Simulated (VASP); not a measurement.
# Au (Fm-3m) in VASP: a series of runs, part 2 of 2

VASP 6.6.1. The steps go on from the part before.

## (3) Relaxation of cell and atoms, LDA

Input file INCAR:

```
SYSTEM = Au
PREC = Accurate ; ENCUT = 600
EDIFF = 1E-7 ; ISMEAR = 1
SIGMA = 0.1 ; LREAL = .FALSE.
LASPH = .TRUE. ; NELM = 80
ALGO = Normal ; ISIF = 3
LWAVE = .FALSE. ; LCHARG = .FALSE.
GGA = CA ; IBRION = 2
NSW = 80 ; EDIFFG = -0.005
```

Input file KPOINTS:

```
Automatic mesh
0
G
  20 20 20
  0 0 0
```

Input file POSCAR:

```
Au
1.0
    0.0000000000      2.0250000000      2.0250000000
    2.0250000000      0.0000000000      2.0250000000
    2.0250000000      2.0250000000      0.0000000000
Au
1
Direct
    0.0000000000      0.0000000000      0.0000000000
```

Potentials or basis: VASP PAW LDA potentials, release 64 (Au).

The run is started by

```sh
$ cat potpaw_LDA.64/Au/POTCAR > POTCAR
$ mpirun -np 1 vasp_std > vasp.out
```

OUTCAR:

```text
SYSTEM = Au
   PREC = Accurate
   ENCUT = 600
   EDIFF = 1E-7
   ISMEAR = 1
   LREAL = .FALSE.
   LASPH = .TRUE.
   NELM = 80
   ISIF = 3
   GGA = CA
   IBRION = 2
   NSW = 80
   EDIFFG = -0.005

 ion  position               nearest neighbor table
   1  0.000  0.000  0.000-

  LATTYP: Found a face centered cubic cell.
 ALAT       =     4.0500000000

  Lattice vectors:

 A1 = (   0.0000000000,   2.0250000000,   2.0250000000)
 A2 = (   2.0250000000,   0.0000000000,   2.0250000000)
 A3 = (   2.0250000000,   2.0250000000,   0.0000000000)

Analysis of symmetry for initial positions (statically):
=====================================================================
 Subroutine PRICEL returns:
 Original cell was already a primitive cell.

 Routine SETGRP: Setting up the symmetry group for a
 face centered cubic supercell.

 Subroutine GETGRP returns: Found 48 space group operations
 (whereof 48 operations were pure point group operations)
 out of a pool of 48 trial point group operations.

The static configuration has the point symmetry O_h .

Analysis of symmetry for dynamics (positions and initial velocities):
=====================================================================
 Subroutine PRICEL returns:
 Original cell was already a primitive cell.

 Routine SETGRP: Setting up the symmetry group for a
 face centered cubic supercell.

 Subroutine GETGRP returns: Found 48 space group operations
 (whereof 48 operations were pure point group operations)
 out of a pool of 48 trial point group operations.

The dynamic configuration has the point symmetry O_h .

 Subroutine INISYM returns: Found 48 space group operations
 (whereof 48 operations are pure point group operations),
 and found     1 'primitive' translations

----------------------------------------------------------------------------------------

                                     Primitive cell

  volume of cell :      16.6075

  direct lattice vectors                    reciprocal lattice vectors
     0.000000000  2.025000000  2.025000000    -0.246913580  0.246913580  0.246913580
     2.025000000  0.000000000  2.025000000     0.246913580 -0.246913580  0.246913580
     2.025000000  2.025000000  0.000000000     0.246913580  0.246913580 -0.246913580

  length of vectors
     2.863782464  2.863782464  2.863782464     0.427666866  0.427666866  0.427666866

  position of ions in fractional coordinates (direct lattice)
     0.000000000  0.000000000  0.000000000

  ion indices of the primitive-cell ions
   primitive index   ion index
                 1           1

----------------------------------------------------------------------------------------

 KPOINTS: Automatic mesh

Automatic generation of k-mesh.
 Grid dimensions read from file:
 generate k-points for:   20   20   20

[... 21 lines left out ...]
  0.050000  0.000000  0.000000      8.000000
  0.100000  0.000000  0.000000      8.000000
  0.150000  0.000000  0.000000      8.000000
  0.200000  0.000000  0.000000      8.000000
  0.250000  0.000000  0.000000      8.000000
[... 16 lines left out ...]
 -0.400000  0.050000  0.000000     24.000000
 -0.350000  0.050000  0.000000     24.000000
 [... further k-points ...]
   k-points           NKPTS =    256   k-points in BZ     NKDIM =    256   number of bands    NBANDS=      9
   number of dos      NEDOS =    301   number of ions     NIONS =      1
   total plane-waves  NPLWV =  13824
   dimension x,y,z NGX =    24 NGY =   24 NGZ =   24
   dimension x,y,z NGXF=    48 NGYF=   48 NGZF=   48
   ions per type =               1
   NGX,Y,Z   is equivalent  to a cutoff of  13.93, 13.93, 13.93 a.u.
   NGXF,Y,Z  is equivalent  to a cutoff of  27.86, 27.86, 27.86 a.u.
 SYSTEM =  Au
   PREC   = accura    normal or accurate (medium, high low for compatibility)
   ISTART =      0    job   : 0-new  1-cont  2-samecut
   ICHARG =      2    charge: 1-file 2-atom 10-const
   ISPIN  =      1    spin polarized calculation?
   LNONCOLLINEAR =      F non collinear calculations
   LSORBIT =      F    spin-orbit coupling
   LASPH  =      T    aspherical Exc in radial PAW
   ENCUT  =  600.0 eV  44.10 Ry    6.64 a.u.   5.72  5.72  5.72*2*pi/ulx,y,z
   NELM   =     80;   NELMIN=  2; NELMDL= -5     # of ELM steps
   EDIFF  = 0.1E-06   stopping-criterion for ELM
   LREAL  =      F    real-space projection
   EDIFFG = -.5E-02   stopping-criterion for IOM
   NSW    =     80    number of steps for IOM
   IBRION =      2    ionic relax: 0-MD 1-quasi-New 2-CG
   NFREE  =      1    steps in history (QN), initial steepest desc. (CG)
   ISIF   =      3    stress and relaxation
   ISYM   =      2    0-nonsym 1-usesym 2-fastsym
   POTIM  = 0.5000    time-step for ionic-motion
   TEBEG  =    0.0;   TEEND  =   0.0 temperature during run
   PSTRESS=    0.0 pullay stress
   NELECT =      11.0000    total number of electrons
   NUPDOWN=      -1.0000    fix difference up-down
   EMIN   =  10.00;   EMAX   =-10.00  energy-range for DOS
   EFERMI =   0.00;   METHOD = LEGACY
   ISMEAR =     1;   SIGMA  =   0.10  broadening in eV -4-tet -1-fermi 0-gaus
   EFERMI_NEDOS =   21; number of points for ismear=-14 and -15
   IALGO  =     38    algorithm
   IMIX   =      4    mixing-type and parameters
     AMIX     =   0.40;   BMIX     =  1.00
     AMIX_MAG =   1.60;   BMIX_MAG =  1.00
  volume/ion in A,a.u.               =      16.61       112.07
  Fermi-wavevector in a.u.,A,eV,Ry     =   1.427044  2.696722 27.707647  2.036455
  Thomas-Fermi vector in A             =   2.547256
   LORBIT       =      0    0 simple, 1 ext, 2 COOP (PROOUT), +10 PAW based schemes
   GGA     = CA    functional components
   LHFCALC =     F    Hartree Fock is set to
   AEXX    =    0.0000 exact exchange contribution
   IVDW    =     0    specifies the selected vdW correction
   LEPSILON=     F    determine dielectric tensor
   LRPA    =     F    only Hartree local field effects (RPA)
 conjugate gradient relaxation of ions
 non-spin polarized calculation
 Methfessel and Paxton  Order N= 1 SIGMA  =   0.10
  energy-cutoff  :      600.00
  volume of cell :       16.61
 maximum number of plane-waves:       568
   NGX = 11   NGY = 11   NGZ = 11

--------------------------------------- Ionic step        1  -------------------------------------------

 number of electron      10.9999999 magnetization

 Free energy of the ion-electron system (eV)
  ---------------------------------------------------
  ext. energy  EPLUGINS =         0.00000000
  ---------------------------------------------------
  free energy    TOTEN  =        -4.44544675 eV

  energy without entropy =       -4.44547945  energy(sigma->0) =       -4.44545765

------------------------ aborting loop because EDIFF is reached ----------------------------------------

  FORCE on cell =-STRESS in cart. coord.  units (eV):
  Direction    XX          YY          ZZ          XY          YZ          ZX
  --------------------------------------------------------------------------------------
  -------------------------------------------------------------------------------------
  Total        0.0355797      0.0355797      0.0355797      0.0000000     -0.0000000      0.0000000
  in kB        3.4324802      3.4324802      3.4324802      0.0000000     -0.0000000      0.0000000
  external PRESSURE =       3.4324802 kB  Pullay stress =       0.0000000 kB
[... 57 lines left out ...]
--------------------------------------- Ionic step        3  -------------------------------------------

 number of electron      10.9999999 magnetization

 Free energy of the ion-electron system (eV)
  ---------------------------------------------------
  ext. energy  EPLUGINS =         0.00000000
  ---------------------------------------------------
  free energy    TOTEN  =        -4.44547819 eV

  energy without entropy =       -4.44551352  energy(sigma->0) =       -4.44548997

 E-fermi :   9.6656     XC(G=0): -13.1224

 val. band max:        9.6091046924   @ k =   0.5000   0.1500   0.0500
 cond. band min:       9.6835186229   @ k =   0.5000   0.2500   0.1000
 fundamental gap:      0.0744139305
 Fermi energy:         9.6655548186

 k-point     1 :       0.0000    0.0000    0.0000
  band No.  band energies     occupation
      1      -0.4743      2.00000
      2       4.8563      2.00000
      3       4.8563      2.00000
      4       4.8563      2.00000
      5       6.4614      2.00000
      6       6.4614      2.00000
      7      24.1475      0.00000
      8      28.2406      0.00000
      9      28.2406      0.00000
[... 265 lines left out ...]
 k-point    24 :      -0.3500    0.0500    0.0000
  band No.  band energies     occupation
      1       2.1355      2.00000
      2       4.9295      2.00000
      3       4.9937      2.00000
      4       5.9748      2.00000
      5       7.1327      2.00000
      6       7.6906      2.00000
      7      16.4343      0.00000
      8      24.2751      0.00000
      9      27.0653      0.00000

 [... further k-points ...]
[... 5 lines left out ...]
  --------------------------------------------------------------------------------------
  -------------------------------------------------------------------------------------
  Total       -0.0007966     -0.0007966     -0.0007966      0.0000000      0.0000000     -0.0000000
  in kB       -0.0767137     -0.0767137     -0.0767137      0.0000000      0.0000000     -0.0000000
  external PRESSURE =      -0.0767137 kB  Pullay stress =       0.0000000 kB
[... 16 lines left out ...]
  FREE ENERGIE OF THE ION-ELECTRON SYSTEM (eV)
  ---------------------------------------------------
  free  energy   TOTEN  =        -4.4454781896 eV

  energy  without entropy=       -4.4455135169  energy(sigma->0) =       -4.44548997

 reached required accuracy - stopping structural energy minimisation
```

Run time: 21 s. Hardware: 1 thread of Intel Xeon 6975P-C (Granite Rapids), shared host; peak memory 0.17 GiB.

What came out:

| Property | Result |
| --- | --- |
| Free energy | -4.4455 eV |
| Relaxed volume | 16.64 Å³/atom |
| Relaxed cell | a = 2.865 Å, b = 2.865 Å, c = 2.865 Å, α = 60.00°, β = 60.00°, γ = 60.00° |
| Space group after relaxing (to 0.05 Å) | Fm-3m (No. 225) |
| Energy gained by relaxing | 0.0 meV/atom |
| Ionic steps | 3 |
| Pressure after relaxing | 0.0 GPa |

Final structure:
```cif
data_structure
_symmetry_space_group_name_H-M 'P 1'
_symmetry_Int_Tables_number 1
_cell_length_a 2.8655
_cell_length_b 2.8655
_cell_length_c 2.8655
_cell_angle_alpha 60.000
_cell_angle_beta 60.000
_cell_angle_gamma 60.000
_cell_volume 16.64
loop_
_atom_site_label
_atom_site_type_symbol
_atom_site_fract_x
_atom_site_fract_y
_atom_site_fract_z
_atom_site_occupancy
Au1 Au 0.00000 0.00000 0.00000 1
```

Caveat: spin-orbit coupling is left out, which moves the levels of the heavy elements.
